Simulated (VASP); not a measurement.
Write the native input for VASP 6.6.1 that does the following.

```
Task                   : single point
Functional             : PBE
Potentials or basis    : VASP PAW PBE potentials, release 64 (Hf_pv, Hg)
Cutoff                 : 520 eV
k mesh                 : 6 × 6 × 6
Occupations            : gaussian, width 0.1 eV
Spin                   : no spin polarisation
Dipole correction      : no
Further INCAR settings : ALGO = Fast; EDIFF = 1e-06; NBANDS = 18
```

The structure of HfHg lies in POSCAR:

```
HfHg
1.0
    0.0000000000      3.0171495000      3.0171495000
    3.0171495000      0.0000000000      3.0171495000
    3.0171495000      3.0171495000      0.0000000000
Hf Hg
1 1
Direct
    0.0000000000      0.0000000000      0.0000000000
    0.7500000000      0.7500000000      0.7500000000
```

These files were run (other wordings do the same):

INCAR

```
PREC = Accurate ; ENCUT = 520
EDIFF = 1E-6 ; ISMEAR = 0
SIGMA = 0.1 ; LREAL = F
LASPH = T ; NELM = 60
ALGO = Fast ; ISIF = 2
LWAVE = F ; LCHARG = F
GGA = PE ; NBANDS = 18
```

KPOINTS

```
regular mesh
0
Gamma
  6 6 6
```

Potentials or basis: VASP PAW PBE potentials, release 64 (Hf_pv, Hg).

Launch:

```bash
$ cat potpaw_PBE.64/Hf_pv/POTCAR potpaw_PBE.64/Hg/POTCAR > POTCAR
$ mpirun -np 1 vasp_std > vasp.out
```

Results of the run:

```json
{
 "Pressure": "11.6 GPa",
 "Band gap on the k mesh": "zero (band 11 reaches 3.55 eV, above the bottom of band 12 at 2.50 eV)"
}
```

Caveat: spin-orbit coupling is left out, which moves the levels of the heavy elements.

It took 12 s on 1 thread of AMD EPYC 7R13 Processor (Zen 3), with other jobs on the host, peak memory 0.15 GiB.
